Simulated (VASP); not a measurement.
**CdSb2O4: single point with PBE**

CdSb2O4:

```xyz
7
Lattice="3.4536 0.0028 -0.0026 -0.0058 6.6944 -0.3530 -1.7153 -1.9479 5.2192" Properties=species:S:1:pos:R:3 pbc="T T T"
Cd   -0.0029    3.3472   -0.1765
Sb    1.7278    4.0498    2.7057
Sb    0.0047    0.6995    2.1579
O     1.7322   -0.0263    3.1575
O     0.0036    2.0958    3.6086
O     0.0003    4.7757    1.7061
O     1.7289    2.6535    1.2551
```

The cell was built from a structure type or drawn by symmetry, and may not be a known phase.

| Quantity | Value |
| --- | --- |
| Program | VASP 6.6.1 |
| Task | single point |
| Functional | PBE |
| Potentials or basis | VASP PAW PBE potentials, release 64 (Cd, Sb, O) |
| Cutoff | 520 eV |
| k mesh | 4 × 2 × 2 |
| Occupations | gaussian, width 0.15 eV |
| Spin | no spin polarisation |
| Dipole correction | no |
| Further INCAR settings | ALGO = Normal; EDIFF = 1e-07; NBANDS = 32 |

```yaml
Pressure: 0.3 GPa
Largest_force: 0.083 eV/Å
Band_gap_on_the_k_mesh: 2.14 eV
```

Forces on the atoms (eV/Å):
```
Cd   0.000  0.000  0.000
Sb   0.003 -0.014  0.049
Sb  -0.003  0.014 -0.049
O    0.003 -0.056 -0.033
O    0.000  0.069 -0.047
O   -0.003  0.056  0.033
O    0.000 -0.069  0.047
```

Stress tensor (GPa, compression positive):
```
-0.11  0.01  0.00
 0.01  0.46 -0.06
 0.00 -0.06  0.51
```

Levels at points of the mesh, in eV from the valence-band top:
```csv
k point,band 21,band 22,band 23,band 24,band 25,band 26
"(0.00, 0.00, 0.00)",-1.14,-1.05,-0.10,3.20,3.65,4.08
"(0.50, 0.00, 0.00)",-0.76,-0.45,-0.41,3.42,4.12,4.91
"(0.00, 0.50, 0.00)",-1.07,-0.53,-0.30,2.65,2.79,4.34
"(0.50, 0.50, 0.00)",-1.14,-0.85,-0.74,3.57,3.58,5.22
"(0.00, 0.00, 0.50)",-0.92,-0.52,-0.08,2.51,3.55,4.47
"(0.50, 0.00, 0.50)",-0.76,-0.45,-0.41,3.41,4.12,4.90
"(0.00, 0.50, 0.50)",-0.54,-0.32,0.00,2.14,3.25,3.92
"(0.50, 0.50, 0.50)",-1.14,-0.85,-0.74,3.57,3.59,5.22
```

It took 28 s on 1 thread of Intel(R) Xeon(R) 6975P-C (Granite Rapids), with other jobs on the host, peak memory 0.26 GiB.

Caveat: the k points lie up to 0.62 Å⁻¹ apart; spin-orbit coupling is left out, which moves the levels of the heavy elements. A k mesh can miss the band edges.
